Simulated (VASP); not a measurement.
A run of VASP 6.6.1 is set up as follows.

The input INCAR:

```
SYSTEM = Os
ALGO = Normal ; EDIFF = 1E-6
EDIFFG = -0.03 ; ENCUT = 600
GGA = PE ; IBRION = 2
ISIF = 3 ; ISMEAR = 1
LASPH = .TRUE. ; LCHARG = .FALSE.
LREAL = .FALSE. ; LWAVE = .FALSE.
NELM = 80 ; NSW = 80
PREC = Accurate ; PSTRESS = 600.0
SIGMA = 0.05
```

File KPOINTS:

```
k-points
0
G
  19 19 19
  0 0 0
```

Contents of POSCAR:

```
Os
1.0
    2.4900000000      0.0000000000      0.0000000000
    0.0000000000      2.4900000000      0.0000000000
    0.0000000000      0.0000000000      2.4900000000
Os
1
Direct
    0.0000000000      0.0000000000      0.0000000000
```

Potentials or basis: VASP PAW PBE potentials, release 64 (Os).

The run is started by

```console
$ cat potpaw_PBE.64/Os/POTCAR > POTCAR
$ mpirun -np 1 vasp_std > vasp.out
```

Task: Estimate the relaxed cell.

Result: a = 2.429 Å, b = 2.429 Å, c = 2.429 Å, α = 90.00°, β = 90.00°, γ = 90.00°.

Task: What does it give for the space group after relaxing (to 0.1 Å)?

Result: Pm-3m (No. 221).

Task: Predict the relaxed volume.

Result: 14.34 Å³/atom.

Task: Estimate the band gap on the k mesh.

Result: Zero (bands 4 and 5 overlap by 7.35 eV).

Final structure:
```
CELL_PARAMETERS angstrom
2.42932 0.00000 0.00000
0.00000 2.42932 0.00000
0.00000 0.00000 2.42932
ATOMIC_POSITIONS crystal
Os 0.00000 0.00000 0.00000
```

Caveat: the cell is relaxed towards a set pressure, so the run minimises the enthalpy, not the energy; spin-orbit coupling is left out, which moves the levels of the heavy elements.
